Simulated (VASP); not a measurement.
SnTe:

```
Sn Te
1.0
     5.31580    0.00000    0.00000
    -2.65790    4.60362    0.00000
     0.00000    0.00000    6.48728
Sn Te
2 2
Direct
  0.33333 0.66667 0.95277
  0.66667 0.33333 0.45277
  0.33333 0.66667 0.42223
  0.66667 0.33333 0.92223
```

This cell differs from its parent crystal: epitaxial xy strain -1.5%.

Base run:

| Property | Result |
| --- | --- |
| Program | VASP 6.6.1 |
| Functional | PBE |
| Potentials or basis | VASP PAW PBE potentials, release 64 (Sn_d, Te) |
| Cutoff | 500 eV |
| k mesh | 6 × 6 × 4 |
| Occupations | fermi-dirac, width 0.02 eV |
| Spin | no spin polarisation |

Its results: band gap on the k mesh 0.54 eV (least direct gap 0.58 eV); pressure 1.6 GPa; largest force 0.071 eV/Å.

Question: The run is repeated on the same cell with these changes: functional from PBE to r2SCAN; cutoff from 500 eV to 550 eV; occupations from fermi-dirac, width 0.02 eV to gaussian, width 0.01 eV. What comes out?

Answer: Band gap on the k mesh 0.55 eV (least direct gap 0.66 eV); pressure 1.0 GPa; largest force 0.008 eV/Å.

Caveats: spin-orbit coupling is left out, which moves the levels of the heavy elements; the PAW data sets were made with another functional, which shifts forces and pressure a little (at least some runs).

A k mesh can miss the band edges.
